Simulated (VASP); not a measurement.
LaB6, 7 atoms in the cell. The structure is cubic, space group Pm-3m (No. 221). Conventional cell: a = 4.130 Å, b = 4.130 Å, c = 4.130 Å, α = 90.00°, β = 90.00°, γ = 90.00°. La (site symmetry m-3m) has 24 B at 3.03 Å and 6 La at 4.13 Å within 4.2 Å. Within 2.2 Å of B (site symmetry 4mm) lie 5 B at 1.65 to 1.75 Å. 

| Quantity | Value |
| --- | --- |
| Program | VASP 6.6.1 |
| Task | single point |
| Functional | PBEsol |
| Potentials or basis | VASP PAW PBE potentials, release 64 (La, B) |
| Cutoff | 520 eV |
| k mesh | 8 × 8 × 8 |
| Occupations | gaussian, width 0.1 eV |
| Spin | no spin polarisation |
| Dipole correction | no |
| Further INCAR settings | ALGO = Normal; EDIFF = 1e-06; NBANDS = 24 |

Potentials or basis: VASP PAW PBE potentials, release 64 (La, B).

Command:

```bash
$ cat potpaw_PBE.64/La/POTCAR potpaw_PBE.64/B/POTCAR > POTCAR
$ mpirun -np 1 vasp_std > vasp.out
```

Hardware: 1 thread of Intel(R) Xeon(R) Platinum 8488C (Sapphire Rapids), on a shared host.

How long does it take, and how much memory?

Wall time 47 s on 1 thread of Intel(R) Xeon(R) Platinum 8488C (Sapphire Rapids), on a shared host, peak memory 0.21 GiB. Counts: scf iterations 16, k points 35.
